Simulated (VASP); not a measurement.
# LiH (Fm-3m) in VASP: notebook

The runs below take LiH through single point, with r2SCAN.

Everything below comes from runs of VASP 6.6.1. Logs are shortened: lines on timing, memory, paths and dates and some standing lists are left out, and cuts for length are marked.

**1. The cell of the first run**

The structure is cubic, space group Fm-3m (No. 225). The conventional cell has a = 3.921 Å, b = 3.921 Å, c = 3.921 Å, α = 90.00°, β = 90.00°, γ = 90.00°. Li (site symmetry m-3m) has 6 H at 1.96 Å within 2.6 Å. Within 2.6 Å of H (site symmetry m-3m) lie 6 Li at 1.96 Å.

**2. Single point, r2SCAN**

POSCAR reads:

```
LiH
1.0
    0.0000000000      1.9606264100      1.9606264100
    1.9606264100      0.0000000000      1.9606264100
    1.9606264100      1.9606264100      0.0000000000
Li H
1 1
Direct
    0.0000000000      0.0000000000      0.0000000000
    0.5000000000      0.5000000000      0.5000000000
```

INCAR.step1 reads:

```
ALGO     = Normal         # electronic algorithm
EDIFF    = 1E-4           # SCF threshold, eV
ENCUT    = 520            # plane-wave cutoff, eV
GGA      = PE             # functional
ISMEAR   = -1             # smearing method
LASPH    = T              # aspherical terms in the spheres
LCHARG   = F              # write CHGCAR
LREAL    = F              # projectors in reciprocal space
LWAVE    = T              # write WAVECAR
NBANDS   = 9              # bands
NELM     = 80             # most SCF steps
PREC     = Accurate       # precision mode
SIGMA    = 0.02           # smearing width, eV
```

INCAR.step2 reads:

```
ALGO     = Normal         # electronic algorithm
EDIFF    = 1E-6           # SCF threshold, eV
ENCUT    = 520            # plane-wave cutoff, eV
ISIF     = 2              # what is computed and relaxed
ISMEAR   = -1             # smearing method
ISTART   = 1            
LASPH    = T              # aspherical terms in the spheres
LCHARG   = F              # write CHGCAR
LMIXTAU  = T            
LREAL    = F              # projectors in reciprocal space
LWAVE    = F              # write WAVECAR
METAGGA  = R2SCAN         # meta-GGA
NBANDS   = 9              # bands
NELM     = 80             # most SCF steps
PREC     = Accurate       # precision mode
SIGMA    = 0.02           # smearing width, eV
```

KPOINTS reads:

```
k-points
0
Gamma
  12 12 12
```

Potentials or basis: VASP PAW PBE potentials, release 64 (Li_sv, H).

Run with:

```
> cat potpaw_PBE.64/Li_sv/POTCAR potpaw_PBE.64/H/POTCAR > POTCAR
> cp INCAR.step1 INCAR
> mpirun -np 1 vasp_std > vasp.out
> cp INCAR.step2 INCAR
> mpirun -np 1 vasp_std > vasp.out
```

OUTCAR:

```text
EDIFF = 1E-6
   ENCUT = 520
   ISIF = 2
   ISMEAR = -1
   ISTART = 1
   LASPH = T
   LREAL = F
   METAGGA = R2SCAN
   NELM = 80
   PREC = Accurate

 ion  position               nearest neighbor table
   1  0.000  0.000  0.000-
   2  0.500  0.500  0.500-

  LATTYP: Found a face centered cubic cell.
 ALAT       =     3.9212528200

  Lattice vectors:

 A1 = (   0.0000000000,   1.9606264100,   1.9606264100)
 A2 = (   1.9606264100,   0.0000000000,   1.9606264100)
 A3 = (   1.9606264100,   1.9606264100,   0.0000000000)

Analysis of symmetry for initial positions (statically):
=====================================================================
 Subroutine PRICEL returns:
 Original cell was already a primitive cell.

 Routine SETGRP: Setting up the symmetry group for a
 face centered cubic supercell.

 Subroutine GETGRP returns: Found 48 space group operations
 (whereof 48 operations were pure point group operations)
 out of a pool of 48 trial point group operations.

The static configuration has the point symmetry O_h .

Analysis of symmetry for dynamics (positions and initial velocities):
=====================================================================
 Subroutine PRICEL returns:
 Original cell was already a primitive cell.

 Routine SETGRP: Setting up the symmetry group for a
 face centered cubic supercell.

 Subroutine GETGRP returns: Found 48 space group operations
 (whereof 48 operations were pure point group operations)
 out of a pool of 48 trial point group operations.

The dynamic configuration has the point symmetry O_h .

 Subroutine INISYM returns: Found 48 space group operations
 (whereof 48 operations are pure point group operations),
 and found     1 'primitive' translations

----------------------------------------------------------------------------------------

                                     Primitive cell

  volume of cell :      15.0735

  direct lattice vectors                    reciprocal lattice vectors
     0.000000000  1.960626410  1.960626410    -0.255020537  0.255020537  0.255020537
     1.960626410  0.000000000  1.960626410     0.255020537 -0.255020537  0.255020537
     1.960626410  1.960626410  0.000000000     0.255020537  0.255020537 -0.255020537

  length of vectors
     2.772744460  2.772744460  2.772744460     0.441708527  0.441708527  0.441708527

  position of ions in fractional coordinates (direct lattice)
     0.000000000  0.000000000  0.000000000
     0.500000000  0.500000000  0.500000000

  ion indices of the primitive-cell ions
   primitive index   ion index
                 1           1
                 2           2

----------------------------------------------------------------------------------------

 KPOINTS: k-points

Automatic generation of k-mesh.
 Grid dimensions read from file:
 generate k-points for:   12   12   12

 Generating k-lattice:

  Cartesian coordinates                     Fractional coordinates (reciprocal lattice)
    -0.021251711  0.021251711  0.021251711     0.083333333  0.000000000  0.000000000
     0.021251711 -0.021251711  0.021251711     0.000000000  0.083333333  0.000000000
     0.021251711  0.021251711 -0.021251711     0.000000000  0.000000000  0.083333333

  Length of vectors
     0.036809044  0.036809044  0.036809044

  Shift w.r.t. Gamma in fractional coordinates (k-lattice)
     0.000000000  0.000000000  0.000000000

 Subroutine IBZKPT returns following result:
 ===========================================

 Found     72 irreducible k-points:

 Following reciprocal coordinates:
            Coordinates               Weight
  0.000000  0.000000  0.000000      1.000000
  0.083333  0.000000  0.000000      8.000000
  0.166667  0.000000  0.000000      8.000000
  0.250000  0.000000  0.000000      8.000000
  0.333333  0.000000  0.000000      8.000000
  0.416667  0.000000  0.000000      8.000000
[... 16 lines left out ...]
  0.500000  0.166667  0.000000     24.000000
 -0.416667  0.166667  0.000000     24.000000
 [... further k-points ...]
   k-points           NKPTS =     72   k-points in BZ     NKDIM =     72   number of bands    NBANDS=      9
   number of dos      NEDOS =    301   number of ions     NIONS =      2
   total plane-waves  NPLWV =  13824
   dimension x,y,z NGX =    24 NGY =   24 NGZ =   24
   dimension x,y,z NGXF=    48 NGYF=   48 NGZF=   48
   ions per type =               1   1
   NGX,Y,Z   is equivalent  to a cutoff of  14.39, 14.39, 14.39 a.u.
   NGXF,Y,Z  is equivalent  to a cutoff of  28.78, 28.78, 28.78 a.u.
 SYSTEM =  unknown system
   PREC   = accura    normal or accurate (medium, high low for compatibility)
   ISTART =      1    job   : 0-new  1-cont  2-samecut
   ICHARG =      0    charge: 1-file 2-atom 10-const
   ISPIN  =      1    spin polarized calculation?
   LNONCOLLINEAR =      F non collinear calculations
   LSORBIT =      F    spin-orbit coupling
   LASPH  =      T    aspherical Exc in radial PAW
   ENCUT  =  520.0 eV  38.22 Ry    6.18 a.u.   5.16  5.16  5.16*2*pi/ulx,y,z
   NELM   =     80;   NELMIN=  2; NELMDL=  0     # of ELM steps
   EDIFF  = 0.1E-05   stopping-criterion for ELM
   LREAL  =      F    real-space projection
   EDIFFG = 0.1E-04   stopping-criterion for IOM
   NSW    =      0    number of steps for IOM
   IBRION =     -1    ionic relax: 0-MD 1-quasi-New 2-CG
   NFREE  =      0    steps in history (QN), initial steepest desc. (CG)
   ISIF   =      2    stress and relaxation
   ISYM   =      2    0-nonsym 1-usesym 2-fastsym
   POTIM  = 0.5000    time-step for ionic-motion
   TEBEG  =    0.0;   TEEND  =   0.0 temperature during run
   PSTRESS=    0.0 pullay stress
   NELECT =       4.0000    total number of electrons
   NUPDOWN=      -1.0000    fix difference up-down
   EMIN   =  10.00;   EMAX   =-10.00  energy-range for DOS
   EFERMI =   0.00;   METHOD = LEGACY
   ISMEAR =    -1;   SIGMA  =   0.02  broadening in eV -4-tet -1-fermi 0-gaus
   EFERMI_NEDOS =   21; number of points for ismear=-14 and -15
   IALGO  =     38    algorithm
   IMIX   =      4    mixing-type and parameters
     AMIX     =   0.40;   BMIX     =  1.00
     AMIX_MAG =   1.60;   BMIX_MAG =  1.00
  volume/ion in A,a.u.               =       7.54        50.86
  Fermi-wavevector in a.u.,A,eV,Ry     =   1.052018  1.988026 15.058147  1.106743
  Thomas-Fermi vector in A             =   2.187084
   LORBIT       =      0    0 simple, 1 ext, 2 COOP (PROOUT), +10 PAW based schemes
   METAGGA = R2SCAN    functional components
   LHFCALC =     F    Hartree Fock is set to
   AEXX    =    0.0000 exact exchange contribution
   IVDW    =     0    specifies the selected vdW correction
   LEPSILON=     F    determine dielectric tensor
   LRPA    =     F    only Hartree local field effects (RPA)
 non-spin polarized calculation
  energy-cutoff  :      520.00
  volume of cell :       15.07
 maximum number of plane-waves:       419
 NGX is ok and might be reduce to    24
   NGX = 11   NGY = 11   NGZ = 11

 number of electron       4.0000001 magnetization

 Free energy of the ion-electron system (eV)
  ---------------------------------------------------
  ext. energy  EPLUGINS =         0.00000000
  ---------------------------------------------------
  free energy    TOTEN  =        -6.81024646 eV

  energy without entropy =       -6.81024646  energy(sigma->0) =       -6.81024646

 E-fermi :   0.5702     XC(G=0):  -9.0593

 val. band max:        0.1235992773   @ k =   0.5000   0.5000   0.0000
 cond. band min:       3.6621172506   @ k =   0.5000   0.5000   0.0000
 fundamental gap:      3.5385179733
 Fermi energy:         0.5702190345

 k-point     1 :       0.0000    0.0000    0.0000
  band No.  band energies     occupation
      1     -45.5378      2.00000
      2      -5.5839      2.00000
      3      18.6611      0.00000
      4      20.2432      0.00000
      5      20.2432      0.00000
      6      20.2438      0.00000
      7      24.7865      0.00000
      8      24.7865      0.00000
      9      24.7866      0.00000

 k-point     2 :       0.0833    0.0000    0.0000
  band No.  band energies     occupation
      1     -45.5339      2.00000
      2      -5.4559      2.00000
      3      17.2318      0.00000
      4      19.5029      0.00000
      5      19.8876      0.00000
      6      19.8881      0.00000
      7      24.4915      0.00000
      8      25.5340      0.00000
      9      25.5341      0.00000

 k-point     3 :       0.1667    0.0000    0.0000
  band No.  band energies     occupation
      1     -45.5233      2.00000
      2      -5.0777      2.00000
      3      14.1905      0.00000
      4      18.3568      0.00000
      5      19.2601      0.00000
      6      19.2606      0.00000
      7      25.2142      0.00000
      8      26.4235      0.00000
      9      26.4238      0.00000

 k-point     4 :       0.2500    0.0000    0.0000
  band No.  band energies     occupation
      1     -45.5089      2.00000
      2      -4.4785      2.00000
      3      11.1182      0.00000
      4      17.2709      0.00000
      5      18.7982      0.00000
      6      18.7987      0.00000
      7      24.3633      0.00000
      8      24.3635      0.00000
      9      26.5237      0.00000

 k-point     5 :       0.3333    0.0000    0.0000
  band No.  band energies     occupation
      1     -45.4945      2.00000
      2      -3.7325      2.00000
      3       8.5089      0.00000
      4      16.4075      0.00000
      5      18.6354      0.00000
      6      18.6359      0.00000
      7      22.5400      0.00000
      8      22.5402      0.00000
      9      28.1777      0.00000

 k-point     6 :       0.4167    0.0000    0.0000
  band No.  band energies     occupation
      1     -45.4840      2.00000
      2      -3.0262      2.00000
      3       6.6589      0.00000
      4      15.8608      0.00000
      5      18.7637      0.00000
      6      18.7642      0.00000
      7      21.2002      0.00000
      8      21.2002      0.00000
      9      29.8753      0.00000
[... 169 lines left out ...]
 k-point    21 :       0.3333    0.1667    0.0000
  band No.  band energies     occupation
      1     -45.4950      2.00000
      2      -3.7136      2.00000
      3      10.1416      0.00000
      4      13.7452      0.00000
      5      15.2196      0.00000
      6      19.8140      0.00000
      7      22.5844      0.00000
      8      26.8480      0.00000
      9      28.7420      0.00000

 k-point    22 :       0.4167    0.1667    0.0000
  band No.  band energies     occupation
      1     -45.4832      2.00000
      2      -2.9121      2.00000
      3       7.8081      0.00000
      4      12.6711      0.00000
      5      15.1698      0.00000
      6      19.1064      0.00000
      7      24.6602      0.00000
      8      27.0101      0.00000
      9      27.0885      0.00000

 k-point    23 :       0.5000    0.1667    0.0000
  band No.  band energies     occupation
      1     -45.4759      2.00000
      2      -2.2581      2.00000
      3       6.3089      0.00000
      4      11.9459      0.00000
      5      15.5290      0.00000
      6      18.5065      0.00000
      7      25.6490      0.00000
      8      25.9495      0.00000
      9      28.8676      0.00000

 k-point    24 :      -0.4167    0.1667    0.0000
  band No.  band energies     occupation
      1     -45.4749      2.00000
      2      -2.1630      2.00000
      3       6.1162      0.00000
      4      11.5718      0.00000
      5      16.2956      0.00000
      6      18.1376      0.00000
      7      24.6669      0.00000
      8      26.7505      0.00000
      9      30.9438      0.00000

 [... further k-points ...]
[... 5 lines left out ...]
  --------------------------------------------------------------------------------------
  -------------------------------------------------------------------------------------
  Total        0.2175858      0.2175858      0.2175858      0.0000000     -0.0000000      0.0000000
  in kB       23.1273891     23.1273891     23.1273891      0.0000000     -0.0000000      0.0000000
  external PRESSURE =      23.1273891 kB  Pullay stress =       0.0000000 kB

 VOLUME and BASIS-vectors are now :
 -----------------------------------------------------------------------------
  energy-cutoff  :      520.00
  volume of cell :       15.07
      direct lattice vectors                 reciprocal lattice vectors
     0.000000000  1.960626410  1.960626410    -0.255020537  0.255020537  0.255020537
     1.960626410  0.000000000  1.960626410     0.255020537 -0.255020537  0.255020537
     1.960626410  1.960626410  0.000000000     0.255020537  0.255020537 -0.255020537

 POSITION                                       TOTAL-FORCE (eV/Angst)
 -----------------------------------------------------------------------------------
      0.00000      0.00000      0.00000        -0.000000      0.000000      0.000000
      1.96063      1.96063      1.96063         0.000000     -0.000000     -0.000000
 -----------------------------------------------------------------------------------
    total drift:                                0.000000     -0.000000     -0.000000

  FREE ENERGIE OF THE ION-ELECTRON SYSTEM (eV)
  ---------------------------------------------------
  free  energy   TOTEN  =        -6.8102464647 eV

  energy  without entropy=       -6.8102464647  energy(sigma->0) =       -6.81024646
```

Run time: 33 s. Hardware: 1 thread of Intel Xeon 6975P-C, shared host; peak memory 0.14 GiB.

Results:

```
Free energy            : -6.8102 eV
Band gap on the k mesh : 3.54 eV, direct
```

Levels at points of the mesh, in eV from the valence-band top:
```csv
k point,band 1,band 2,band 3,band 4,band 5
"(0.00, 0.00, 0.00)",-45.66,-5.71,18.54,20.12,20.12
"(0.50, 0.00, 0.00)",-45.60,-2.83,5.83,15.55,18.81
"(0.50, 0.50, 0.00)",-45.59,0.00,3.54,12.09,12.09
```

Caveat: the cutoff is under 1.25 times the usual one of these potentials, so pressure, stress and relaxed cells hold a basis-set (Pulay) error; the PAW data sets were made with another functional, which shifts forces and pressure a little.

**3. Single point, r2SCAN**

This run uses another cell than the first one, of 7.70 Å³/atom, 1.021 times its volume.

POSCAR reads:

```
LiH
1.0
    0.0000000000      1.9744340900      1.9744340900
    1.9744340900      0.0000000000      1.9744340900
    1.9744340900      1.9744340900      0.0000000000
Li H
1 1
Direct
    0.0000000000      0.0000000000      0.0000000000
    0.5000000000      0.5000000000      0.5000000000
```

INCAR.step1 reads:

```
PREC     = Accurate       # precision mode
ENCUT    = 520            # plane-wave cutoff, eV
ISMEAR   = -1             # smearing method
SIGMA    = 0.02           # smearing width, eV
LREAL    = False          # projectors in reciprocal space
LASPH    = True           # aspherical terms in the spheres
NELM     = 100            # most SCF steps
NBANDS   = 9              # bands
GGA      = PE             # functional
ALGO     = Normal         # electronic algorithm
EDIFF    = 1E-4           # SCF threshold, eV
LWAVE    = True           # write WAVECAR
LCHARG   = False          # write CHGCAR
```

INCAR.step2 reads:

```
PREC     = Accurate       # precision mode
ENCUT    = 520            # plane-wave cutoff, eV
EDIFF    = 1E-7           # SCF threshold, eV
ISMEAR   = -1             # smearing method
SIGMA    = 0.02           # smearing width, eV
LREAL    = False          # projectors in reciprocal space
LASPH    = True           # aspherical terms in the spheres
NELM     = 100            # most SCF steps
ALGO     = Normal         # electronic algorithm
ISIF     = 2              # what is computed and relaxed
LWAVE    = False          # write WAVECAR
LCHARG   = False          # write CHGCAR
METAGGA  = R2SCAN         # meta-GGA
LMIXTAU  = True         
NBANDS   = 9              # bands
ISTART   = 1
```

KPOINTS reads:

```
Automatic mesh
0
Gamma
  12 12 12
```

Potentials or basis: VASP PAW PBE potentials, release 64 (Li_sv, H).

Run with:

```
> cat potpaw_PBE.64/Li_sv/POTCAR potpaw_PBE.64/H/POTCAR > POTCAR
> cp INCAR.step1 INCAR
> mpirun -np 1 vasp_std > vasp.out
> cp INCAR.step2 INCAR
> mpirun -np 1 vasp_std > vasp.out
```

Run time: 34 s. Hardware: 1 thread of Intel Xeon 6975P-C, shared host; peak memory 0.14 GiB.

The run converged. Its results:

```yaml
Free_energy: -6.8147 eV
Band_gap_on_the_k_mesh: 3.55 eV, direct
```

Levels at points of the mesh, in eV from the valence-band top:
| k point | band 1 | band 2 | band 3 | band 4 | band 5 |
| --- | --- | --- | --- | --- | --- |
| (0.00, 0.00, 0.00) | -45.69 | -5.62 | 18.25 | 19.89 | 19.89 |
| (0.50, 0.00, 0.00) | -45.64 | -2.77 | 5.79 | 15.35 | 18.60 |
| (0.50, 0.50, 0.00) | -45.62 | 0.00 | 3.55 | 11.98 | 11.98 |

Caveat: the cutoff is under 1.25 times the usual one of these potentials, so pressure, stress and relaxed cells hold a basis-set (Pulay) error; the PAW data sets were made with another functional, which shifts forces and pressure a little. r2SCAN opens gaps a little over a GGA but as a rule still falls short of measured ones.
